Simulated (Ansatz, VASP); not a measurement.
# Two plane-wave programs on SnO2

Contents of INCAR:

```
SYSTEM = SnO2
ALGO = Normal ; EDIFF = 1E-6
ENCUT = 520 ; GGA = PE
ISIF = 2 ; ISMEAR = -1
LASPH = .True. ; LCHARG = .False.
LREAL = .False. ; LWAVE = .False.
NBANDS = 35 ; NELM = 100
PREC = Accurate ; SIGMA = 0.02
```

Contents of KPOINTS:

```
k-points
0
Gamma
  6 6 8
  0 0 0
```

The input POSCAR:

```
SnO2
1.0
    4.7604949007      0.0000000000      0.0000000000
    0.0000000000      4.7604949007      0.0000000000
    0.0000000000      0.0000000000      3.2001628118
Sn O
2 4
Direct
    0.0000000000      0.0000000000      0.0000000000
    0.5000000000      0.5000000000      0.5000000000
    0.3058809150      0.3058809150      0.0000000000
    0.1941190850      0.8058809150      0.5000000000
    0.6941190850      0.6941190850      0.0000000000
    0.8058809150      0.1941190850      0.5000000000
```

Input for Ansatz:

```yaml
crystal:
  lattice:
    - [4.7604949007, 0.0, 0.0]
    - [0.0, 4.7604949007, 0.0]
    - [0.0, 0.0, 3.2001628118]
  atoms:
    - { symbol: Sn, position: [0.0, 0.0, 0.0] }
    - { symbol: Sn, position: [0.5, 0.5, 0.5] }
    - { symbol: O, position: [0.305880915, 0.305880915, 0.0] }
    - { symbol: O, position: [0.194119085, 0.805880915, 0.5] }
    - { symbol: O, position: [0.694119085, 0.694119085, 0.0] }
    - { symbol: O, position: [0.805880915, 0.194119085, 0.5] }
kpoints:
  mp_grid: { grid: [6, 6, 8] }
  band_path:
    path:
      - [[0.0, 0.0, 0.0], [-2.277166983019e-53, 0.5, 0.0], [0.5, 0.5, 0.0], [0.0, 0.0, 0.0], [0.0, 0.0, 0.5], [-2.277166983019e-53, 0.5, 0.5], [0.5, 0.5, 0.5], [0.0, 0.0, 0.5]]
      - [[-2.277166983019e-53, 0.5, 0.0], [-2.277166983019e-53, 0.5, 0.5]]
      - [[0.5, 0.5, 0.0], [0.5, 0.5, 0.5]]
    npoints: 10
hamiltonian:
  xc: pbe
scf:
  occupations: { method: fermi_dirac, width: 0.02 }
  n_extra_bands: 5
output:
  forces: true
  stress: true
  eigenvalues: true
```

Alike in both runs: task single point; functional PBE; k mesh 6 × 6 × 8; occupations fermi-dirac, width 0.02 eV; no spin polarisation.

|  | VASP | Ansatz |
| --- | --- | --- |
| version | VASP 6.6.1 | Ansatz 0.2.0 |
| potentials or method | VASP PAW PBE potentials, release 64 (Sn_d, O) | plane waves, PAW |
| plane-wave cutoff (eV) | 520 | 420 |
| valence electrons in the cell | 52 | 52 |

|  | VASP | Ansatz | Ansatz less VASP |
| --- | --- | --- | --- |
| gap on the k mesh at the Fermi level (eV) | 1.09 | 1.10 | +0.011 |
| pressure (GPa) | 8.4 | 7.7 | -0.69 |
| traceless stress, the component that is largest in VASP (GPa) | 1.32 | 1.12 | -0.203 |
| rms of the force components (eV/Å) | 0.022 | 0.015 | -0.0076 |

Atom by atom the forces differ by 0.008 eV/Å (rms over components). With one functional, cell and mesh, what is left measures potentials, basis and numerics.
